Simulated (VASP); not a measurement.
Crystal: V.

```
V
1.0
    -1.51435    1.51435    1.51435
     1.51435   -1.51435    1.51435
     1.51435    1.51435   -1.51435
V
1
Direct
  0.00000 0.00000 0.00000
```

| Property | Result |
| --- | --- |
| Program | VASP 6.6.1 |
| Task | relaxation of cell and atoms |
| Functional | PBE |
| Potentials or basis | VASP PAW PBE potentials, release 64 (V_sv) |
| Cutoff | 600 eV |
| k mesh | 15 × 15 × 15 |
| Occupations | fermi-dirac, width 0.05 eV |
| Spin | collinear spin, ferromagnetic start |
| Starting moments | [1.5] μB |

At the start: pressure -5.4 GPa; volume 13.89 Å³/atom.

Question: How do energy, volume and symmetry change on relaxing?

Answer: Over 3 steps the energy falls by 7.6 meV/atom and the volume is 13.46 Å³/atom (-3.1 %); space group Im-3m (No. 229, to 0.1 Å) before and after; moment 0.00 μB per cell.

Step by step:
| step | energy change (eV) | largest force (eV/Å) | pressure (GPa) | volume (Å³) |
| --- | --- | --- | --- | --- |
| 1 | 0.0000 | 0.0000 | -5.43 | 13.89 |
| 2 | 0.0033 | 0.0000 | 7.31 | 12.97 |
| 3 | -0.0076 | 0.0000 | -0.04 | 13.46 |

Final structure:
```yaml
crystal:
  lattice:
    - [-1.49852, 1.49852, 1.49852]
    - [1.49852, -1.49852, 1.49852]
    - [1.49852, 1.49852, -1.49852]
  atoms:
    - { symbol: V, position: [0.00000, 0.00000, 0.00000] }
```
